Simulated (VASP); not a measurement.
# CdSe (Fm-3m) in VASP: single point with HSE06

Aim: the single point of CdSe with HSE06.

Everything below comes from runs of VASP 6.6.1. Logs are shortened: lines on timing, memory, paths and dates and some standing lists are left out, and cuts for length are marked.

## (1) The cell of the first run

Symmetry: Fm-3m, No. 225, cubic system. Conventional cell: a = 5.688 Å, b = 5.688 Å, c = 5.688 Å, α = 90.00°, β = 90.00°, γ = 90.00°. Within 3.7 Å of Cd (site symmetry m-3m) lie 6 Se at 2.84 Å. Se (site symmetry m-3m) has 6 Cd at 2.84 Å within 3.7 Å.

## (2) Single point, HSE06

File POSCAR:

```
CdSe
1.0
    0.0000000000      2.8438463523      2.8438463523
    2.8438463523      0.0000000000      2.8438463523
    2.8438463523      2.8438463523      0.0000000000
Cd Se
1 1
Direct
    0.0000000000      0.0000000000      0.0000000000
    0.5000000000      0.5000000000      0.5000000000
```

File INCAR.step1:

```
  ALGO = Normal
  EDIFF = 1E-5
  ENCUT = 520
  GGA = PE
  ISIF = 2
  ISMEAR = -1
  LASPH = True
  LREAL = False
  LWAVE = True
  NBANDS = 16
  NELM = 100
  PREC = Accurate
  SIGMA = 0.02
```

File INCAR.step2:

```
  ALGO = Normal
  EDIFF = 1E-6
  ENCUT = 520
  GGA = PE
  HFSCREEN = 0.2079
  ISIF = 2
  ISMEAR = -1
  ISTART = 1
  LASPH = True
  LCHARG = True
  LELF = True
  LHFCALC = True
  LREAL = False
  LVHAR = True
  LWAVE = False
  NBANDS = 16
  NELM = 100
  PREC = Accurate
  PRECFOCK = Normal
  SIGMA = 0.02
```

File KPOINTS:

```
k-points
0
Gamma
  6 6 6
```

Potentials or basis: VASP PAW PBE potentials, release 64 (Cd, Se).

On the command line:

```console
$ cat potpaw_PBE.64/Cd/POTCAR potpaw_PBE.64/Se/POTCAR > POTCAR
$ cp INCAR.step1 INCAR
$ mpirun -np 1 vasp_std > vasp.out
$ cp INCAR.step2 INCAR
$ mpirun -np 1 vasp_std > vasp.out
```

OUTCAR:

```text
EDIFF = 1E-6
   ENCUT = 520
   GGA = PE
   HFSCREEN = 0.2079
   ISIF = 2
   ISMEAR = -1
   ISTART = 1
   LASPH = True
   LHFCALC = True
   LREAL = False
   NELM = 100
   PREC = Accurate
   PRECFOCK = Normal

 ion  position               nearest neighbor table
   1  0.000  0.000  0.000-   2 2.84   2 2.84   2 2.84   2 2.84   2 2.84   2 2.84
   2  0.500  0.500  0.500-   1 2.84   1 2.84   1 2.84   1 2.84   1 2.84   1 2.84

  LATTYP: Found a face centered cubic cell.
 ALAT       =     5.6876927046

  Lattice vectors:

 A1 = (   0.0000000000,   2.8438463523,   2.8438463523)
 A2 = (   2.8438463523,   0.0000000000,   2.8438463523)
 A3 = (   2.8438463523,   2.8438463523,   0.0000000000)

Analysis of symmetry for initial positions (statically):
=====================================================================
 Subroutine PRICEL returns:
 Original cell was already a primitive cell.

 Routine SETGRP: Setting up the symmetry group for a
 face centered cubic supercell.

 Subroutine GETGRP returns: Found 48 space group operations
 (whereof 48 operations were pure point group operations)
 out of a pool of 48 trial point group operations.

The static configuration has the point symmetry O_h .

Analysis of symmetry for dynamics (positions and initial velocities):
=====================================================================
 Subroutine PRICEL returns:
 Original cell was already a primitive cell.

 Routine SETGRP: Setting up the symmetry group for a
 face centered cubic supercell.

 Subroutine GETGRP returns: Found 48 space group operations
 (whereof 48 operations were pure point group operations)
 out of a pool of 48 trial point group operations.

The dynamic configuration has the point symmetry O_h .

 Subroutine INISYM returns: Found 48 space group operations
 (whereof 48 operations are pure point group operations),
 and found     1 'primitive' translations

----------------------------------------------------------------------------------------

                                     Primitive cell

  volume of cell :      45.9990

  direct lattice vectors                    reciprocal lattice vectors
     0.000000000  2.843846352  2.843846352    -0.175818219  0.175818219  0.175818219
[... 80 lines left out ...]
   NSW    =      0    number of steps for IOM
   IBRION =     -1    ionic relax: 0-MD 1-quasi-New 2-CG
   NFREE  =      0    steps in history (QN), initial steepest desc. (CG)
   ISIF   =      2    stress and relaxation
   ISYM   =      3    0-nonsym 1-usesym 2-fastsym
   POTIM  = 0.5000    time-step for ionic-motion
   TEBEG  =    0.0;   TEEND  =   0.0 temperature during run
   PSTRESS=    0.0 pullay stress
   NELECT =      18.0000    total number of electrons
   NUPDOWN=      -1.0000    fix difference up-down
   EMIN   =  10.00;   EMAX   =-10.00  energy-range for DOS
   EFERMI =   0.00;   METHOD = LEGACY
   ISMEAR =    -1;   SIGMA  =   0.02  broadening in eV -4-tet -1-fermi 0-gaus
   EFERMI_NEDOS =   21; number of points for ismear=-14 and -15
   IALGO  =     38    algorithm
   IMIX   =      1    mixing-type and parameters
     AMIX     =   0.40;   BMIX     =  1.00
     AMIX_MAG =   1.60;   BMIX_MAG =  1.00
  volume/ion in A,a.u.               =      23.00       155.21
  Fermi-wavevector in a.u.,A,eV,Ry     =   1.197428  2.262811 19.508505  1.433835
  Thomas-Fermi vector in A             =   2.333343
   LORBIT       =      0    0 simple, 1 ext, 2 COOP (PROOUT), +10 PAW based schemes
   GGA     = PE    functional components
   LHFCALC =     T    Hartree Fock is set to
   PRECFOCK=normal    Normal, Fast or Accurate (Low or Medium for compatibility)
   ENCUT4O =  -1.0   cutoff for four orbital integrals eV
   NKREDX  =     1    reduce k-point grid by
   NKREDY  =     1    reduce k-point grid by
   NKREDZ  =     1    reduce k-point grid by
   AEXX    =    0.2500 exact exchange contribution
   HFSCREEN=    0.2079 screening length (either q_TF or 0.3 A-1)
   HFSCREENC=   0.2079 screening length for correlation (either q_TF or 0.3 A-1)
   ENCUTFOCK=  -1.0 apply spherical cutoff to Coloumb kernel
   IVDW    =     0    specifies the selected vdW correction
   LEPSILON=     F    determine dielectric tensor
   LRPA    =     F    only Hartree local field effects (RPA)
 non-spin polarized calculation
  energy-cutoff  :      520.00
  volume of cell :       46.00
 maximum number of plane-waves:      1258
 NGX is ok and might be reduce to    30
  NGX = 24; NGY = 24; NGZ = 24

 number of electron      17.9999999 magnetization

 Free energy of the ion-electron system (eV)
  ---------------------------------------------------
  ext. energy  EPLUGINS =         0.00000000
  ---------------------------------------------------
  free energy    TOTEN  =        -6.53163289 eV

  energy without entropy =       -6.53163111  energy(sigma->0) =       -6.53163200

 E-fermi :   2.1749     XC(G=0):  -8.3989

 val. band max:        1.9673991841   @ k =  -0.1667   0.1667   0.0000
 cond. band min:       2.3510107894   @ k =   0.5000   0.5000   0.0000
 fundamental gap:      0.3836116053
 Fermi energy:         2.1749105028

 k-point     1 :       0.0000    0.0000    0.0000
  band No.  band energies     occupation
      1     -12.2623      2.00000
      2      -7.3174      2.00000
      3      -7.3174      2.00000
      4      -7.2794      2.00000
      5      -7.2794      2.00000
      6      -7.2794      2.00000
[... 281 lines left out ...]
      3      -7.3342      2.00000
      4      -7.1844      2.00000
      5      -7.0820      2.00000
      6      -6.5880      2.00000
[... 8 lines left out ...]
     15      16.5132      0.00000
     16      18.3287      0.00000

------------------------ aborting loop because EDIFF is reached ----------------------------------------

  FORCE on cell =-STRESS in cart. coord.  units (eV):
  Direction    XX          YY          ZZ          XY          YZ          ZX
  --------------------------------------------------------------------------------------
  -------------------------------------------------------------------------------------
  Total        0.0651809      0.0651809      0.0651809      0.0000000      0.0000000      0.0000000
  in kB        2.2702975      2.2702975      2.2702975      0.0000000      0.0000000      0.0000000
  external PRESSURE =       2.2702975 kB  Pullay stress =       0.0000000 kB

 VOLUME and BASIS-vectors are now :
 -----------------------------------------------------------------------------
  energy-cutoff  :      520.00
  volume of cell :       46.00
      direct lattice vectors                 reciprocal lattice vectors
     0.000000000  2.843846352  2.843846352    -0.175818219  0.175818219  0.175818219
     2.843846352  0.000000000  2.843846352     0.175818219 -0.175818219  0.175818219
     2.843846352  2.843846352  0.000000000     0.175818219  0.175818219 -0.175818219

 POSITION                                       TOTAL-FORCE (eV/Angst)
 -----------------------------------------------------------------------------------
      0.00000      0.00000      0.00000         0.000000     -0.000000      0.000000
      2.84385      2.84385      2.84385        -0.000000      0.000000     -0.000000
 -----------------------------------------------------------------------------------
    total drift:                               -0.000006     -0.000008     -0.000008

  FREE ENERGIE OF THE ION-ELECTRON SYSTEM (eV)
  ---------------------------------------------------
  free  energy   TOTEN  =        -6.5316328912 eV

  energy  without entropy=       -6.5316311090  energy(sigma->0) =       -6.53163200
```

OSZICAR.step1:

```text
N       E                     dE             d eps       ncg     rms          rms(c)
DAV:   1     0.101990367702E+03    0.10199E+03   -0.90816E+03   536   0.104E+03
DAV:   2    -0.204706890875E+01   -0.10404E+03   -0.97413E+02   600   0.248E+02
DAV:   3    -0.559963817723E+01   -0.35526E+01   -0.35469E+01   616   0.470E+01
DAV:   4    -0.561044519169E+01   -0.10807E-01   -0.10807E-01   592   0.256E+00
DAV:   5    -0.561049228941E+01   -0.47098E-04   -0.47098E-04   664   0.150E-01    0.570E+00
DAV:   6    -0.521419636927E+01    0.39630E+00   -0.59003E-01   664   0.916E+00    0.476E+00
DAV:   7    -0.519110807585E+01    0.23088E-01   -0.11630E-01   568   0.243E+00    0.225E+00
DAV:   8    -0.519070773785E+01    0.40034E-03   -0.11973E-02   560   0.126E+00    0.202E-01
DAV:   9    -0.519067524150E+01    0.32496E-04   -0.99889E-04   632   0.368E-01    0.452E-02
DAV:  10    -0.519069587995E+01   -0.20638E-04   -0.89337E-05   576   0.127E-01    0.371E-02
DAV:  11    -0.519070726970E+01   -0.11390E-04   -0.14624E-05   568   0.359E-02    0.114E-02
DAV:  12    -0.519070745914E+01   -0.18944E-06   -0.67641E-07   288   0.104E-02
   1 F= -.51907075E+01 E0= -.51899157E+01  d E =-.158360E-02
```

Run time: 65 min. Hardware: 1 thread of AMD EPYC 7R13 (Zen 3), shared host; peak memory 0.26 GiB.

What came out:

| Item | Value |
| --- | --- |
| Free energy | -6.5316 eV |
| Pressure | 0.2 GPa |
| Band gap on the k mesh | 0.38 eV (least direct gap 1.77 eV) |

Levels at points of the mesh, in eV from the valence-band top:
```
           k point  band 7  band 8  band 9  band 10  band 11  band 12
(0.00, 0.00, 0.00)   -0.62   -0.62   -0.62     1.14     9.67     9.67
(0.50, 0.00, 0.00)   -5.47   -0.02   -0.02     3.86     6.26     6.26
(0.50, 0.50, 0.00)   -4.59   -2.27   -2.27     0.38     6.22    11.29
```

Caveat: the structure was generated, so it needn't be the stable form of CdSe; the PAW data sets were made with another functional, which shifts forces and pressure a little. A k mesh can miss the band edges.
